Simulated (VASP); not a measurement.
A run of VASP 6.6.1 is set up as follows.

File INCAR:

```
PREC = Accurate ; ENCUT = 600
EDIFF = 1E-7 ; ISMEAR = 0
SIGMA = 0.1 ; LREAL = False
LASPH = True ; NELM = 60
ALGO = Normal ; ISIF = 3
LWAVE = False ; LCHARG = False
GGA = PE ; IBRION = 2
NSW = 100 ; EDIFFG = -0.01
```

The input KPOINTS:

```
regular mesh
0
Gamma
  10 10 10
```

Contents of POSCAR:

```
AlBiO4
1.0
    4.3386151953      0.0000000000      0.0000000000
    0.0000000000      4.3386151953      0.0000000000
    0.0000000000      0.0000000000      4.3386151953
Al Bi O
1 1 4
Direct
    0.0000000000      0.0000000000      0.0000000000
    0.5000000000      0.5000000000      0.5000000000
    0.2345835164      0.2345835164      0.2345835164
    0.7654164836      0.7654164836      0.2345835164
    0.7654164836      0.2345835164      0.7654164836
    0.2345835164      0.7654164836      0.7654164836
```

Potentials or basis: VASP PAW PBE potentials, release 64 (Al, Bi_d, O).

Launch:

```console
$ cat potpaw_PBE.64/Al/POTCAR potpaw_PBE.64/Bi_d/POTCAR potpaw_PBE.64/O/POTCAR > POTCAR
$ mpirun -np 1 vasp_std > vasp.out
```

(1) What does it give for the relaxed cell?

(2) What does it give for the space group after relaxing (to 0.1 Å)?

Results:

(1) a = 4.338 Å, b = 4.338 Å, c = 4.338 Å, α = 90.00°, β = 90.00°, γ = 90.00°.

(2) P-43m (No. 215).
